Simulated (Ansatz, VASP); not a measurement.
**HgTe: VASP beside Ansatz**

File INCAR:

```
SYSTEM = HgTe
ALGO = Normal
EDIFF = 1E-6
ENCUT = 520
ISIF = 2
ISMEAR = -1
LASPH = .TRUE.
LCHARG = .FALSE.
LREAL = .FALSE.
LWAVE = .FALSE.
NBANDS = 16
NELM = 60
PREC = Accurate
SIGMA = 0.03
```

The input KPOINTS:

```
k-points
0
G
  11 11 11
  0 0 0
```

Contents of POSCAR:

```
HgTe
1.0
    0.0000000000      3.2448483043      3.2448483043
    3.2448483043      0.0000000000      3.2448483043
    3.2448483043      3.2448483043      0.0000000000
Hg Te
1 1
Direct
    0.0000000000      0.0000000000      0.0000000000
    0.7500000000      0.7500000000      0.7500000000
```

Input for Ansatz:

```yaml
crystal:
  lattice:
    - [0.0, 3.2448483043, 3.2448483043]
    - [3.2448483043, 0.0, 3.2448483043]
    - [3.2448483043, 3.2448483043, 0.0]
  atoms:
    - { symbol: Hg, position: [0.0, 0.0, 0.0] }
    - { symbol: Te, position: [0.75, 0.75, 0.75] }
kpoints:
  mp_grid: { grid: [11, 11, 11] }
  band_path:
    path:
      - [0.0, 0.0, 0.0]
      - [-0.5, -0.5, 0.0]
      - [-0.375, -0.375, 0.25]
      - [-0.375, 0.0, 0.375]
      - [0.0, 0.0, 0.0]
      - [0.0, 0.0, 0.5]
      - [-0.5, -0.25, 0.25]
      - [-0.5, -0.5, 0.0]
    npoints: 5
scf:
  occupations: { method: fermi_dirac, width: 0.03 }
hamiltonian:
  xc: lda
  pseudopotentials: { kind: all_electron, lapw: { basis_error: 0.0005 } }
output:
  forces: true
  stress: true
  eigenvalues: true
```

Change from the starting cell: volume scaled by 1.02.

Alike in both runs: task single point; functional LDA; k mesh 11 × 11 × 11; occupations fermi-dirac, width 0.03 eV; no spin polarisation.

|  | VASP | Ansatz |
| --- | --- | --- |
| version | VASP 6.6.1 | Ansatz 0.2.0 |
| potentials or method | VASP PAW LDA potentials, release 64 (Hg, Te), cutoff 520 eV | all-electron LAPW, scalar-relativistic |

Ansatz gave:

- pressure (GPa): -1.1

**Question.** What did VASP give for the same quantities?

**Answer.** Pressure (GPa): -0.9.

LDA's correlation is that of Perdew and Zunger in VASP and of Perdew and Wang (1992) in Ansatz. Ansatz ran all-electron here, and VASP with PAW potentials.

Spin-orbit coupling is off throughout.
